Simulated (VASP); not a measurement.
# Ag (P6_3/mmc) in VASP: further runs

Ag is run at these levels: PBEsol-based global hybrid with 25 % exact exchange, PBE0, HSE06, PBE-based screened hybrid with 25 % exact exchange; tasks: single point.

Program: VASP 6.6.1. These are calculated values, not measurements. Logs are shortened: lines on timing, memory, paths and dates and some standing lists are left out, and cuts for length are marked.

### Step 1. The cell of the first run

The structure is hexagonal, space group P6_3/mmc (No. 194). Conventional cell: a = 2.857 Å, b = 2.857 Å, c = 4.739 Å, α = 90.00°, β = 90.00°, γ = 120.00°. Ag (site symmetry -6m2) has 12 Ag at 2.86 to 2.89 Å within 3.8 Å.

This isn't the form of Ag at room conditions, which is fcc.

### Step 2. Single point, PBEsol-based global hybrid with 25 % exact exchange

Input file POSCAR:

```
Ag
1.0
    2.8570929577      0.0000000000      0.0000000000
   -1.4285464789      2.4743150824      0.0000000000
    0.0000000000      0.0000000000      4.7387151798
Ag
2
Direct
    0.6666666667      0.3333333333      0.7500000000
    0.3333333333      0.6666666667      0.2500000000
```

Input file INCAR.step1:

```
ALGO = Normal
EDIFF = 1E-5
ENCUT = 520
GGA = PE
ISIF = 2
ISMEAR = -1
LASPH = T
LCHARG = F
LREAL = F
LWAVE = T
NBANDS = 18
NELM = 100
PREC = Accurate
SIGMA = 0.05
```

Input file INCAR.step2:

```
AEXX = 0.25
ALGO = Normal
EDIFF = 1E-6
ENCUT = 520
GGA = PS
ISIF = 2
ISMEAR = -1
ISTART = 1
LASPH = T
LCHARG = F
LHFCALC = T
LREAL = F
LWAVE = F
NBANDS = 18
NELM = 100
PREC = Accurate
PRECFOCK = Normal
SIGMA = 0.05
```

Input file KPOINTS:

```
k-points
0
Gamma
  5 5 3
```

Potentials or basis: VASP PAW PBE potentials, release 64 (Ag).

Run with:

```console
> cat potpaw_PBE.64/Ag/POTCAR > POTCAR
> cp INCAR.step1 INCAR
> mpirun -np 1 vasp_std > vasp.out
> cp INCAR.step2 INCAR
> mpirun -np 1 vasp_std > vasp.out
```

OUTCAR:

```text
AEXX = 0.25
   EDIFF = 1E-6
   ENCUT = 520
   GGA = PS
   ISIF = 2
   ISMEAR = -1
   ISTART = 1
   LASPH = T
   LHFCALC = T
   LREAL = F
   NELM = 100
   PREC = Accurate
   PRECFOCK = Normal

 ion  position               nearest neighbor table
   1  0.667  0.333  0.750-   2 2.89   2 2.89   2 2.89   2 2.89   2 2.89   2 2.89
   2  0.333  0.667  0.250-   1 2.89   1 2.89   1 2.89   1 2.89   1 2.89   1 2.89

  LATTYP: Found a hexagonal cell.
 ALAT       =     2.8570929577
 C/A-ratio  =     1.6585792797

  Lattice vectors:

 A1 = (   2.8570929577,   0.0000000000,   0.0000000000)
 A2 = (  -1.4285464789,   2.4743150824,   0.0000000000)
 A3 = (   0.0000000000,   0.0000000000,   4.7387151798)

Analysis of symmetry for initial positions (statically):
=====================================================================
 Subroutine PRICEL returns:
 Original cell was already a primitive cell.

 Routine SETGRP: Setting up the symmetry group for a
 hexagonal supercell.

 Subroutine GETGRP returns: Found 24 space group operations
 (whereof 12 operations were pure point group operations)
 out of a pool of 24 trial point group operations.

The static configuration has the point symmetry D_3d.
 The point group associated with its full space group is D_6h.

Analysis of symmetry for dynamics (positions and initial velocities):
=====================================================================
 Subroutine PRICEL returns:
 Original cell was already a primitive cell.

 Routine SETGRP: Setting up the symmetry group for a
 hexagonal supercell.

 Subroutine GETGRP returns: Found 24 space group operations
 (whereof 12 operations were pure point group operations)
 out of a pool of 24 trial point group operations.

The dynamic configuration has the point symmetry D_3d.
 The point group associated with its full space group is D_6h.

 Subroutine INISYM returns: Found 24 space group operations
 (whereof 12 operations are pure point group operations),
 and found     1 'primitive' translations

----------------------------------------------------------------------------------------

                                     Primitive cell

  volume of cell :      33.4996

  direct lattice vectors                    reciprocal lattice vectors
     2.857092958  0.000000000  0.000000000     0.350006113  0.202076123  0.000000000
    -1.428546479  2.474315082  0.000000000     0.000000000  0.404152247  0.000000000
     0.000000000  0.000000000  4.738715180     0.000000000  0.000000000  0.211027665

  length of vectors
     2.857092958  2.857092958  4.738715180     0.404152247  0.404152247  0.211027665

  position of ions in fractional coordinates (direct lattice)
     0.666666667  0.333333333  0.750000000
     0.333333333  0.666666667  0.250000000

  ion indices of the primitive-cell ions
   primitive index   ion index
                 1           1
                 2           2

----------------------------------------------------------------------------------------

 KPOINTS: k-points

Automatic generation of k-mesh.
 Grid dimensions read from file:
 generate k-points for:    5    5    3

 Generating k-lattice:

  Cartesian coordinates                     Fractional coordinates (reciprocal lattice)
     0.070001223  0.040415225  0.000000000     0.200000000  0.000000000  0.000000000
     0.000000000  0.080830449  0.000000000     0.000000000  0.200000000  0.000000000
     0.000000000  0.000000000  0.070342555     0.000000000  0.000000000  0.333333333

  Length of vectors
     0.080830449  0.080830449  0.070342555

  Shift w.r.t. Gamma in fractional coordinates (k-lattice)
     0.000000000  0.000000000  0.000000000

 Subroutine IBZKPT returns following result:
 ===========================================

 Found     10 irreducible k-points:

 Following reciprocal coordinates:
            Coordinates               Weight
  0.000000  0.000000  0.000000      1.000000
  0.200000 -0.000000  0.000000      6.000000
  0.400000  0.000000  0.000000      6.000000
  0.200000  0.200000  0.000000      6.000000
  0.400000  0.200000  0.000000      6.000000
  0.000000  0.000000  0.333333      2.000000
  0.200000 -0.000000  0.333333     12.000000
  0.400000  0.000000  0.333333     12.000000
  0.200000  0.200000  0.333333     12.000000
  0.400000  0.200000  0.333333     12.000000
   k-points           NKPTS =     10   k-points in BZ     NKDIM =     75   number of bands    NBANDS=     18
   number of dos      NEDOS =    301   number of ions     NIONS =      2
   total plane-waves  NPLWV =  20736
   dimension x,y,z NGX =    24 NGY =   24 NGZ =   36
   dimension x,y,z NGXF=    48 NGYF=   48 NGZF=   72
   ions per type =               2
   NGX,Y,Z   is equivalent  to a cutoff of  13.96, 13.96, 12.63 a.u.
   NGXF,Y,Z  is equivalent  to a cutoff of  27.93, 27.93, 25.26 a.u.
 SYSTEM =  unknown system
   PREC   = accura    normal or accurate (medium, high low for compatibility)
   ISTART =      1    job   : 0-new  1-cont  2-samecut
   ICHARG =      0    charge: 1-file 2-atom 10-const
   ISPIN  =      1    spin polarized calculation?
   LNONCOLLINEAR =      F non collinear calculations
   LSORBIT =      F    spin-orbit coupling
   LASPH  =      T    aspherical Exc in radial PAW
   ENCUT  =  520.0 eV  38.22 Ry    6.18 a.u.   5.31  5.31  8.81*2*pi/ulx,y,z
   NELM   =    100;   NELMIN=  2; NELMDL=  0     # of ELM steps
   EDIFF  = 0.1E-05   stopping-criterion for ELM
   LREAL  =      F    real-space projection
   EDIFFG = 0.1E-04   stopping-criterion for IOM
   NSW    =      0    number of steps for IOM
   IBRION =     -1    ionic relax: 0-MD 1-quasi-New 2-CG
   NFREE  =      0    steps in history (QN), initial steepest desc. (CG)
   ISIF   =      2    stress and relaxation
   ISYM   =      3    0-nonsym 1-usesym 2-fastsym
   POTIM  = 0.5000    time-step for ionic-motion
   TEBEG  =    0.0;   TEEND  =   0.0 temperature during run
   PSTRESS=    0.0 pullay stress
   NELECT =      22.0000    total number of electrons
   NUPDOWN=      -1.0000    fix difference up-down
   EMIN   =  10.00;   EMAX   =-10.00  energy-range for DOS
   EFERMI =   0.00;   METHOD = LEGACY
   ISMEAR =    -1;   SIGMA  =   0.05  broadening in eV -4-tet -1-fermi 0-gaus
   EFERMI_NEDOS =   21; number of points for ismear=-14 and -15
   IALGO  =     38    algorithm
   IMIX   =      1    mixing-type and parameters
     AMIX     =   0.40;   BMIX     =  1.00
     AMIX_MAG =   1.60;   BMIX_MAG =  1.00
  volume/ion in A,a.u.               =      16.75       113.03
  Fermi-wavevector in a.u.,A,eV,Ry     =   1.422992  2.689065 27.550514  2.024906
  Thomas-Fermi vector in A             =   2.543637
   LORBIT       =      0    0 simple, 1 ext, 2 COOP (PROOUT), +10 PAW based schemes
   GGA     = PS    functional components
   LHFCALC =     T    Hartree Fock is set to
   PRECFOCK=normal    Normal, Fast or Accurate (Low or Medium for compatibility)
   ENCUT4O =  -1.0   cutoff for four orbital integrals eV
   NKREDX  =     1    reduce k-point grid by
   NKREDY  =     1    reduce k-point grid by
   NKREDZ  =     1    reduce k-point grid by
   AEXX    =    0.2500 exact exchange contribution
   HFSCREEN=    0.0000 screening length (either q_TF or 0.3 A-1)
   HFSCREENC=   0.0000 screening length for correlation (either q_TF or 0.3 A-1)
   ENCUTFOCK=  -1.0 apply spherical cutoff to Coloumb kernel
   IVDW    =     0    specifies the selected vdW correction
   LEPSILON=     F    determine dielectric tensor
   LRPA    =     F    only Hartree local field effects (RPA)
 non-spin polarized calculation
  energy-cutoff  :      520.00
  volume of cell :       33.50
 maximum number of plane-waves:       918
 NGX is ok and might be reduce to    24
  NGX = 16; NGY = 16; NGZ = 28

 number of electron      21.9999996 magnetization

 Free energy of the ion-electron system (eV)
  ---------------------------------------------------
  ext. energy  EPLUGINS =         0.00000000
  ---------------------------------------------------
  free energy    TOTEN  =        -7.17400004 eV

  energy without entropy =       -7.16500263  energy(sigma->0) =       -7.16950133

 E-fermi :   9.1557     XC(G=0):  -9.7896

 val. band max:        7.3547115891   @ k =   0.0000   0.0000   0.0000
 cond. band min:       9.2106219771   @ k =   0.2000   0.2000   0.3333
 fundamental gap:      1.8559103880
 Fermi energy:         9.1556913067

 k-point     1 :       0.0000    0.0000    0.0000
  band No.  band energies     occupation
      1      -0.9602      2.00000
      2       0.1073      2.00000
      3       1.6858      2.00000
      4       1.8568      2.00000
      5       1.8568      2.00000
      6       2.0984      2.00000
[... 10 lines left out ...]
     17      28.7770      0.00000
     18      28.7770      0.00000

 k-point     2 :       0.2000   -0.0000    0.0000
  band No.  band energies     occupation
      1       0.1504      2.00000
      2       0.5759      2.00000
      3       1.4797      2.00000
      4       1.8061      2.00000
      5       1.9008      2.00000
      6       2.2540      2.00000
[... 10 lines left out ...]
     17      26.6125      0.00000
     18      27.8223      0.00000

 k-point     3 :       0.4000    0.0000    0.0000
  band No.  band energies     occupation
      1       0.1741      2.00000
      2       0.6098      2.00000
      3       0.6368      2.00000
      4       1.8647      2.00000
      5       2.1791      2.00000
      6       2.2565      2.00000
[... 10 lines left out ...]
     17      21.4487      0.00000
     18      26.0496      0.00000

 k-point     4 :       0.2000    0.2000    0.0000
  band No.  band energies     occupation
      1       0.9159      2.00000
      2       0.9591      2.00000
      3       0.9723      2.00000
      4       1.5780      2.00000
      5       1.7380      2.00000
      6       2.1073      2.00000
[... 10 lines left out ...]
     17      24.8038      0.00000
     18      25.2117      0.00000

 k-point     5 :       0.4000    0.2000    0.0000
  band No.  band energies     occupation
      1       0.5322      2.00000
      2       0.6628      2.00000
      3       1.0409      2.00000
      4       1.7192      2.00000
      5       2.0014      2.00000
      6       2.1688      2.00000
[... 10 lines left out ...]
     17      20.3429      0.00000
     18      23.3989      0.00000

 k-point     6 :       0.0000    0.0000    0.3333
  band No.  band energies     occupation
      1      -0.1067      2.00000
      2       0.2966      2.00000
      3       1.6673      2.00000
      4       1.7650      2.00000
      5       1.7650      2.00000
      6       1.9194      2.00000
[... 10 lines left out ...]
     17      28.8905      0.00000
     18      28.8905      0.00000

 k-point     7 :       0.2000   -0.0000    0.3333
  band No.  band energies     occupation
      1       0.6133      2.00000
      2       0.8888      2.00000
      3       1.3763      2.00000
      4       1.5256      2.00000
      5       1.8643      2.00000
      6       2.2128      2.00000
[... 10 lines left out ...]
     17      25.7416      0.00000
     18      26.9868      0.00000

 k-point     8 :       0.4000    0.0000    0.3333
  band No.  band energies     occupation
      1       0.1653      2.00000
      2       0.4056      2.00000
      3       0.9889      2.00000
      4       1.0832      2.00000
      5       2.2707      2.00000
      6       2.8437      2.00000
[... 10 lines left out ...]
     17      24.3816      0.00000
     18      26.0167      0.00000

 k-point     9 :       0.2000    0.2000    0.3333
  band No.  band energies     occupation
      1       0.7356      2.00000
      2       0.8394      2.00000
      3       1.2202      2.00000
      4       1.6138      2.00000
      5       1.8397      2.00000
      6       2.1775      2.00000
[... 10 lines left out ...]
     17      21.6388      0.00000
     18      25.8779      0.00000

 k-point    10 :       0.4000    0.2000    0.3333
  band No.  band energies     occupation
      1       0.4745      2.00000
      2       0.9297      2.00000
      3       1.0087      2.00000
      4       1.4780      2.00000
      5       1.6160      2.00000
      6       2.6687      2.00000
[... 10 lines left out ...]
     17      23.6524      0.00000
     18      23.8120      0.00000

------------------------ aborting loop because EDIFF is reached ----------------------------------------

  FORCE on cell =-STRESS in cart. coord.  units (eV):
  Direction    XX          YY          ZZ          XY          YZ          ZX
  --------------------------------------------------------------------------------------
  -------------------------------------------------------------------------------------
  Total       -0.0504723     -0.0504723     -0.0569629      0.0000000      0.0000000      0.0000000
  in kB       -2.4139259     -2.4139259     -2.7243479      0.0000000      0.0000000      0.0000000
  external PRESSURE =      -2.5173999 kB  Pullay stress =       0.0000000 kB

 VOLUME and BASIS-vectors are now :
 -----------------------------------------------------------------------------
  energy-cutoff  :      520.00
  volume of cell :       33.50
      direct lattice vectors                 reciprocal lattice vectors
     2.857092958  0.000000000  0.000000000     0.350006113  0.202076123  0.000000000
    -1.428546479  2.474315082  0.000000000     0.000000000  0.404152247  0.000000000
     0.000000000  0.000000000  4.738715180     0.000000000  0.000000000  0.211027665

 POSITION                                       TOTAL-FORCE (eV/Angst)
 -----------------------------------------------------------------------------------
      1.42855      0.82477      3.55404         0.000000      0.000000     -0.000000
     -0.00000      1.64954      1.18468        -0.000000      0.000000      0.000000
 -----------------------------------------------------------------------------------
    total drift:                                0.000000     -0.000000     -0.000000

  FREE ENERGIE OF THE ION-ELECTRON SYSTEM (eV)
  ---------------------------------------------------
  free  energy   TOTEN  =        -7.1740000414 eV

  energy  without entropy=       -7.1650026279  energy(sigma->0) =       -7.16950133
```

It took 19 min on 1 thread of Intel Xeon 8259CL, shared host; peak memory 0.17 GiB.

What came out:

| Item | Value |
| --- | --- |
| Free energy | -7.1740 eV |
| Pressure | -0.3 GPa |
| Band gap on the k mesh | zero (bands 11 and 12 overlap by 7.07 eV) |

Caveat: the k points lie up to 0.51 Å⁻¹ apart, too coarse for converged energies and pressures of a metal; the PAW data sets were made with another functional, which shifts forces and pressure a little.

### Step 3. Single point, PBE0

This run uses another cell than the first one, of 17.61 Å³/atom.

Input file POSCAR:

```
Ag
1.0
    2.9047259040      0.0000000000      0.0000000000
   -1.4523629520      2.5155664239      0.0000000000
    0.0000000000      0.0000000000      4.8193130421
Ag
2
Direct
    0.6666666667      0.3333333333      0.7500000000
    0.3333333333      0.6666666667      0.2500000000
```

Input file INCAR.step1:

```
SYSTEM = Ag
PREC = Accurate
ENCUT = 520
EDIFF = 1E-5
ISMEAR = -1
SIGMA = 0.05
LREAL = .False.
LASPH = .True.
NELM = 100
ALGO = Normal
ISIF = 2
LWAVE = .True.
LCHARG = .False.
NBANDS = 18
GGA = PE
```

Input file INCAR.step2:

```
SYSTEM = Ag
PREC = Accurate
ENCUT = 520
EDIFF = 1E-6
ISMEAR = -1
SIGMA = 0.05
LREAL = .False.
LASPH = .True.
NELM = 100
ALGO = Normal
ISIF = 2
LWAVE = .False.
LCHARG = .False.
GGA = PE
LHFCALC = .True.
AEXX = 0.25
PRECFOCK = Normal
NBANDS = 18
ISTART = 1
```

Input file KPOINTS:

```
regular mesh
0
Gamma
  5 5 3
  0 0 0
```

Potentials or basis: VASP PAW PBE potentials, release 64 (Ag).

Run with:

```console
> cat potpaw_PBE.64/Ag/POTCAR > POTCAR
> cp INCAR.step1 INCAR
> mpirun -np 1 vasp_std > vasp.out
> cp INCAR.step2 INCAR
> mpirun -np 1 vasp_std > vasp.out
```

It took 24 min on 1 thread of Intel Xeon 8259CL, shared host; peak memory 0.17 GiB.

Results (log left out):

- Free energy: -6.3365 eV
- Pressure: -0.2 GPa
- Band gap on the k mesh: zero (bands 11 and 12 overlap by 6.83 eV)

Levels at points of the mesh, in eV from the Fermi level:
| k point | band 8 | band 9 | band 10 | band 11 | band 12 | band 13 | band 14 | band 15 |
| --- | --- | --- | --- | --- | --- | --- | --- | --- |
| (0.00, 0.00, 0.00) | -6.49 | -6.49 | -5.47 | -5.47 | -1.58 | 3.33 | 16.19 | 17.78 |

Caveat: the k points lie up to 0.50 Å⁻¹ apart, too coarse for converged energies and pressures of a metal; the PAW data sets were made with another functional, which shifts forces and pressure a little.

[end of part 1 of 2]

The gap in the log of VASP goes by the Fermi energy; the results here count the filled bands.